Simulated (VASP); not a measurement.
# Al (Fm-3m) in VASP: a series of runs

The runs below take Al through single point, with PBEsol.

Program: VASP 6.6.1. These are calculated values, not measurements. Logs are shortened: lines on timing, memory, paths and dates and some standing lists are left out, and cuts for length are marked.

## (1) The cell of the first run

The structure is cubic, space group Fm-3m (No. 225). The conventional cell has a = 4.094 Å, b = 4.094 Å, c = 4.094 Å, α = 90.00°, β = 90.00°, γ = 90.00°. Al (site symmetry m-3m) has 12 Al at 2.90 Å within 3.8 Å.

## (2) Single point, PBEsol (volume scaled by 1.06)

Contents of INCAR:

```
PREC = Accurate
ENCUT = 520
EDIFF = 1E-7
ISMEAR = 0
SIGMA = 0.1
LREAL = False
LASPH = True
NELM = 100
ALGO = Fast
ISIF = 2
LWAVE = False
LCHARG = False
GGA = PS
NBANDS = 8
```

Contents of KPOINTS:

```
Automatic mesh
0
Gamma
  18 18 18
```

Contents of POSCAR:

```
Al
1.0
    0.0000000000      2.0471723166      2.0471723166
    2.0471723166      0.0000000000      2.0471723166
    2.0471723166      2.0471723166      0.0000000000
Al
1
Direct
    0.0000000000      0.0000000000      0.0000000000
```

Potentials or basis: VASP PAW PBE potentials, release 64 (Al).

Command:

```sh
> cat potpaw_PBE.64/Al/POTCAR > POTCAR
> mpirun -np 1 vasp_std > vasp.out
```

OUTCAR:

```text
PREC = Accurate
   ENCUT = 520
   EDIFF = 1E-7
   ISMEAR = 0
   LREAL = False
   LASPH = True
   NELM = 100
   ISIF = 2
   GGA = PS

 ion  position               nearest neighbor table
   1  0.000  0.000  0.000-

  LATTYP: Found a face centered cubic cell.
 ALAT       =     4.0943446332

  Lattice vectors:

 A1 = (   0.0000000000,   2.0471723166,   2.0471723166)
 A2 = (   2.0471723166,   0.0000000000,   2.0471723166)
 A3 = (   2.0471723166,   2.0471723166,   0.0000000000)

Analysis of symmetry for initial positions (statically):
=====================================================================
 Subroutine PRICEL returns:
 Original cell was already a primitive cell.

 Routine SETGRP: Setting up the symmetry group for a
 face centered cubic supercell.

 Subroutine GETGRP returns: Found 48 space group operations
 (whereof 48 operations were pure point group operations)
 out of a pool of 48 trial point group operations.

The static configuration has the point symmetry O_h .

Analysis of symmetry for dynamics (positions and initial velocities):
=====================================================================
 Subroutine PRICEL returns:
 Original cell was already a primitive cell.

 Routine SETGRP: Setting up the symmetry group for a
 face centered cubic supercell.

 Subroutine GETGRP returns: Found 48 space group operations
 (whereof 48 operations were pure point group operations)
 out of a pool of 48 trial point group operations.

The dynamic configuration has the point symmetry O_h .

 Subroutine INISYM returns: Found 48 space group operations
 (whereof 48 operations are pure point group operations),
 and found     1 'primitive' translations

----------------------------------------------------------------------------------------

                                     Primitive cell

  volume of cell :      17.1590

  direct lattice vectors                    reciprocal lattice vectors
     0.000000000  2.047172317  2.047172317    -0.244239332  0.244239332  0.244239332
     2.047172317  0.000000000  2.047172317     0.244239332 -0.244239332  0.244239332
     2.047172317  2.047172317  0.000000000     0.244239332  0.244239332 -0.244239332

  length of vectors
     2.895138855  2.895138855  2.895138855     0.423034933  0.423034933  0.423034933

  position of ions in fractional coordinates (direct lattice)
     0.000000000  0.000000000  0.000000000

  ion indices of the primitive-cell ions
   primitive index   ion index
                 1           1

[... 72 lines left out ...]
   LREAL  =      F    real-space projection
   EDIFFG = 0.1E-05   stopping-criterion for IOM
   NSW    =      0    number of steps for IOM
   IBRION =     -1    ionic relax: 0-MD 1-quasi-New 2-CG
   NFREE  =      0    steps in history (QN), initial steepest desc. (CG)
   ISIF   =      2    stress and relaxation
   ISYM   =      2    0-nonsym 1-usesym 2-fastsym
   POTIM  = 0.5000    time-step for ionic-motion
   TEBEG  =    0.0;   TEEND  =   0.0 temperature during run
   PSTRESS=    0.0 pullay stress
   NELECT =       3.0000    total number of electrons
   NUPDOWN=      -1.0000    fix difference up-down
   EMIN   =  10.00;   EMAX   =-10.00  energy-range for DOS
   EFERMI =   0.00;   METHOD = LEGACY
   ISMEAR =     0;   SIGMA  =   0.10  broadening in eV -4-tet -1-fermi 0-gaus
   EFERMI_NEDOS =   21; number of points for ismear=-14 and -15
   IALGO  =     68    algorithm
   IMIX   =      4    mixing-type and parameters
     AMIX     =   0.40;   BMIX     =  1.00
     AMIX_MAG =   1.60;   BMIX_MAG =  1.00
  volume/ion in A,a.u.               =      17.16       115.79
  Fermi-wavevector in a.u.,A,eV,Ry     =   0.915414  1.729881 11.401446  0.837983
  Thomas-Fermi vector in A             =   2.040153
   LORBIT       =      0    0 simple, 1 ext, 2 COOP (PROOUT), +10 PAW based schemes
   GGA     = PS    functional components
   LHFCALC =     F    Hartree Fock is set to
   AEXX    =    0.0000 exact exchange contribution
   IVDW    =     0    specifies the selected vdW correction
   LEPSILON=     F    determine dielectric tensor
   LRPA    =     F    only Hartree local field effects (RPA)
 non-spin polarized calculation
 RMM-DIIS sequential band-by-band and
 Gauss-broadening in eV      SIGMA  =   0.10
  energy-cutoff  :      520.00
  volume of cell :       17.16
 maximum number of plane-waves:       483
 NGX is ok and might be reduce to    24
   NGX = 11   NGY = 11   NGZ = 11

 number of electron       3.0000000 magnetization

 Free energy of the ion-electron system (eV)
  ---------------------------------------------------
  ext. energy  EPLUGINS =         0.00000000
  ---------------------------------------------------
  free energy    TOTEN  =        -4.07762558 eV

  energy without entropy =       -4.07506282  energy(sigma->0) =       -4.07634420

 E-fermi :   7.5359     XC(G=0): -10.1150

 val. band max:        7.5005535060   @ k =   0.5000   0.4444   0.0556
 cond. band min:       7.5430235221   @ k =  -0.3889   0.3889   0.1667
 fundamental gap:      0.0424700161
 Fermi energy:         7.5359130972

 k-point     1 :       0.0000    0.0000    0.0000
  band No.  band energies     occupation
      1      -3.3140      2.00000
      2      19.9302      0.00000
      3      19.9302      0.00000
      4      19.9302      0.00000
      5      21.1307      0.00000
      6      21.1307      0.00000
      7      21.1307      0.00000
      8      23.7496      0.00000
[... 243 lines left out ...]
 k-point    24 :      -0.2222    0.0556    0.0000
  band No.  band energies     occupation
      1      -1.7150      2.00000
      2      11.2960      0.00000
      3      16.5745      0.00000
      4      19.3465      0.00000
      5      21.0669      0.00000
      6      22.0875      0.00000
      7      22.5098      0.00000
      8      24.6752      0.00000

 [... further k-points ...]
[... 5 lines left out ...]
  --------------------------------------------------------------------------------------
  -------------------------------------------------------------------------------------
  Total       -0.4433333     -0.4433333     -0.4433333     -0.0000000      0.0000000     -0.0000000
  in kB      -41.3949905    -41.3949905    -41.3949905     -0.0000000      0.0000000     -0.0000000
  external PRESSURE =     -41.3949905 kB  Pullay stress =       0.0000000 kB

 VOLUME and BASIS-vectors are now :
 -----------------------------------------------------------------------------
  energy-cutoff  :      520.00
  volume of cell :       17.16
      direct lattice vectors                 reciprocal lattice vectors
     0.000000000  2.047172317  2.047172317    -0.244239332  0.244239332  0.244239332
     2.047172317  0.000000000  2.047172317     0.244239332 -0.244239332  0.244239332
     2.047172317  2.047172317  0.000000000     0.244239332  0.244239332 -0.244239332

 POSITION                                       TOTAL-FORCE (eV/Angst)
 -----------------------------------------------------------------------------------
      0.00000      0.00000      0.00000        -0.000000     -0.000000     -0.000000
 -----------------------------------------------------------------------------------
    total drift:                                0.000000     -0.000000     -0.000000

  FREE ENERGIE OF THE ION-ELECTRON SYSTEM (eV)
  ---------------------------------------------------
  free  energy   TOTEN  =        -4.0776255839 eV

  energy  without entropy=       -4.0750628159  energy(sigma->0) =       -4.07634420
```

stdout:

```text
POSCAR found type information on POSCAR Al
 POSCAR found :  1 types and       1 ions
 scaLAPACK will be used
 -----------------------------------------------------------------------------
|                                                                             |
|                                                                             |
|     You enforced a specific xc type in the INCAR file but a different       |
|     I HOPE YOU KNOW WHAT YOU ARE DOING!                                     |
|                                                                             |
 -----------------------------------------------------------------------------

 LDA part: xc-table for (Slater+PW92), standard interpolation
 POSCAR, INCAR and KPOINTS ok, starting setup
 FFT: planning ... GRIDC
 FFT: planning ... GRID_SOFT
 FFT: planning ... GRID
 WAVECAR not read
 entering main loop
WARNING in EDDRMM: call to ZHEGV failed, returncode =   6  3      8
```

Wall time 28 s (1 thread of Intel Xeon 8259CL, shared host); peak memory 0.14 GiB.

Results:

| Item | Value |
| --- | --- |
| Free energy | -4.0776 eV |
| Pressure | -4.1 GPa |

Levels at points of the mesh, in eV from the Fermi level:
| k point | band 1 | band 2 | band 3 | band 4 |
| --- | --- | --- | --- | --- |
| (0.00, 0.00, 0.00) | -10.85 | 12.39 | 12.39 | 12.39 |
| (0.50, 0.00, 0.00) | -4.43 | -4.31 | 11.00 | 11.00 |
| (0.50, 0.50, 0.00) | -2.81 | -1.59 | 5.26 | 5.42 |

Caveat: the cell differs from its parent crystal (volume scaled by 1.06); the PAW data sets were made with another functional, which shifts forces and pressure a little.

## (3) Single point, PBEsol (volume scaled by 1.10)

Contents of INCAR:

```
SYSTEM = Al
PREC = Accurate
ENCUT = 520
EDIFF = 1E-7
ISMEAR = 0
SIGMA = 0.1
LREAL = .FALSE.
LASPH = .TRUE.
NELM = 80
ALGO = Normal
ISIF = 2
LWAVE = .FALSE.
LCHARG = .FALSE.
GGA = PS
NBANDS = 8
```

Contents of KPOINTS:

```
Automatic mesh
0
G
  18 18 18
  0 0 0
```

Contents of POSCAR:

```
Al
1.0
    0.0000000000      2.0726056292      2.0726056292
    2.0726056292      0.0000000000      2.0726056292
    2.0726056292      2.0726056292      0.0000000000
Al
1
Direct
    0.0000000000      0.0000000000      0.0000000000
```

Potentials or basis: VASP PAW PBE potentials, release 64 (Al).

Command:

```sh
> cat potpaw_PBE.64/Al/POTCAR > POTCAR
> mpirun -np 1 vasp_std > vasp.out
```

It took 23 s on 1 thread of Intel Xeon 8259CL, shared host; peak memory 0.15 GiB.

The run converged. Its results:

```yaml
Free_energy: -4.0564 eV
Pressure: -6.3 GPa
```

Levels at points of the mesh, in eV from the Fermi level:
```tsv
k point	band 1	band 2	band 3	band 4	band 5
(0.00, 0.00, 0.00)	-10.61	12.19	12.19	12.19	13.13
(0.50, 0.00, 0.00)	-4.29	-4.27	10.62	10.62	11.10
(0.50, 0.50, 0.00)	-2.73	-1.60	5.24	5.25	5.25
```

Caveat: the cell differs from its parent crystal (volume scaled by 1.10); the PAW data sets were made with another functional, which shifts forces and pressure a little.

## (4) Single point, PBEsol

This run uses another cell than the first one, of 16.19 Å³/atom, 0.943 times its volume.

Contents of INCAR:

```
PREC     = Accurate       # precision mode
ENCUT    = 520            # plane-wave cutoff, eV
EDIFF    = 1E-7           # SCF threshold, eV
ISMEAR   = 0              # smearing method
SIGMA    = 0.1            # smearing width, eV
LREAL    = False          # projectors in reciprocal space
LASPH    = True           # aspherical terms in the spheres
NELM     = 60             # most SCF steps
ALGO     = Normal         # electronic algorithm
ISIF     = 2              # what is computed and relaxed
LWAVE    = False          # write WAVECAR
LCHARG   = False          # write CHGCAR
GGA      = PS             # functional
NBANDS   = 8              # bands
```

Contents of KPOINTS:

```
regular mesh
0
Gamma
  18 18 18
```

Contents of POSCAR:

```
Al
1.0
    0.0000000000      2.0077938131      2.0077938131
    2.0077938131      0.0000000000      2.0077938131
    2.0077938131      2.0077938131      0.0000000000
Al
1
Direct
    0.0000000000      0.0000000000      0.0000000000
```

Command:

```sh
> cat potpaw_PBE.64/Al/POTCAR > POTCAR
> mpirun -np 1 vasp_std > vasp.out
```

Wall time 9.2 s (1 thread of Intel Xeon 6975P-C (Granite Rapids), shared host); peak memory 0.14 GiB.

Results (log left out):

```
Free energy : -4.0907 eV
Pressure    : 0.0 GPa
```

Levels at points of the mesh, in eV from the Fermi level:
| k point | band 1 | band 2 | band 3 | band 4 |
| --- | --- | --- | --- | --- |
| (0.00, 0.00, 0.00) | -11.25 | 12.71 | 12.71 | 12.71 |
| (0.50, 0.00, 0.00) | -4.66 | -4.39 | 11.53 | 11.53 |
| (0.50, 0.50, 0.00) | -2.96 | -1.60 | 5.27 | 5.69 |

Caveat: the PAW data sets were made with another functional, which shifts forces and pressure a little.

## (5) The runs side by side

```csv
cell,gap on the mesh (eV),pressure (GPa)
"a = 2.895 Å, angles 60.0°, 1 atom",none,-4.1
"a = 2.931 Å, angles 60.0°, 1 atom",none,-6.3
"a = 2.839 Å, angles 60.0°, 1 atom",none,0.0
```

Alike in all rows: task single point; level PBEsol; potentials or basis VASP PAW PBE potentials, release 64 (Al); no spin polarisation; k mesh 18 × 18 × 18; cutoff (eV) 520; smearing gaussian 0.1 eV.

Caveats: the PAW data sets were made with another functional, which shifts forces and pressure a little.

Total energies depend on the potentials used, so only differences within one code and one set of settings carry meaning.
